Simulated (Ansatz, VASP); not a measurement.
# CuO: VASP beside Ansatz

The input INCAR:

```
PREC = Accurate
ENCUT = 520
EDIFF = 1E-7
ISMEAR = -1
SIGMA = 0.05
LREAL = F
LASPH = T
NELM = 80
ALGO = Normal
ISIF = 2
LWAVE = F
LCHARG = T
GGA = PE
LELF = T
LVHAR = T
NBANDS = 44
```

The input KPOINTS:

```
regular mesh
0
Gamma
  7 4 4
```

Contents of POSCAR:

```
CuO
1.0
   -2.3418500000      1.7113000000      0.0000000000
    0.8500300000      0.0000000000     -5.0578700000
   -2.3418500000     -5.1339000000      0.0000000000
Cu O
4 4
Direct
    0.2479969100      0.0006014900      0.2432966400
    0.7479969100      0.0006014900      0.7432966400
    0.9979969100      0.5006014900      0.4932966400
    0.4979969100      0.5006014900      0.9932966400
    0.7071969100      0.7506014900      0.2840966400
    0.2071969100      0.7506014900      0.7840966400
    0.7887969100      0.2506014900      0.2024966400
    0.3048216600      0.2457895500      0.7561235500
```

File input.yaml:

```yaml
crystal:
  lattice:
    - [-2.34185, 1.7113, 0.0]
    - [0.85003, 0.0, -5.05787]
    - [-2.34185, -5.1339, 0.0]
  atoms:
    - { symbol: Cu, position: [0.24799691, 0.00060149, 0.24329664] }
    - { symbol: Cu, position: [0.74799691, 0.00060149, 0.74329664] }
    - { symbol: Cu, position: [0.99799691, 0.50060149, 0.49329664] }
    - { symbol: Cu, position: [0.49799691, 0.50060149, 0.99329664] }
    - { symbol: O, position: [0.70719691, 0.75060149, 0.28409664] }
    - { symbol: O, position: [0.20719691, 0.75060149, 0.78409664] }
    - { symbol: O, position: [0.78879691, 0.25060149, 0.20249664] }
    - { symbol: O, position: [0.30482166, 0.24578955, 0.75612355] }
hamiltonian:
  xc: pbe
  pseudopotentials: { kind: paw }
kpoints:
  mp_grid: { grid: [7, 4, 4] }
scf:
  occupations: { method: fermi_dirac, width: 0.05 }
output:
  forces: true
  stress: true
  eigenvalues: true
  write_density: true
  write_potential: true
  elf: true
  volumetric_format: npy
```

Alike in both runs: task single point; functional PBE; k mesh 7 × 4 × 4; occupations fermi-dirac, width 0.05 eV; no spin polarisation.

|  | VASP | Ansatz |
| --- | --- | --- |
| version | VASP 6.6.1 | Ansatz 0.2.0 |
| potentials or method | VASP PAW PBE potentials, release 64 (Cu, O) | Ansatz PAW |
| plane-wave cutoff (eV) | 520 | 420 |
| valence electrons in the cell | 68 | 100 |

|  | VASP | Ansatz | Ansatz less VASP |
| --- | --- | --- | --- |
| gap on the k mesh at the Fermi level (eV) | none | none | - |
| pressure (GPa) | 9.7 | 8.9 | -0.74 |
| traceless stress, the component that is largest in VASP (GPa) | 2.48 | 2.32 | -0.154 |
| rms of the force components (eV/Å) | 0.790 | 0.768 | -0.0219 |

Atom by atom the forces differ by 0.031 eV/Å (rms over components). A gap of «none» marks a metal or a gap that the smearing closes. VASP's potentials hold 68 valence electrons a cell and Ansatz's 100, so a difference there can come from the potentials and not from the codes.
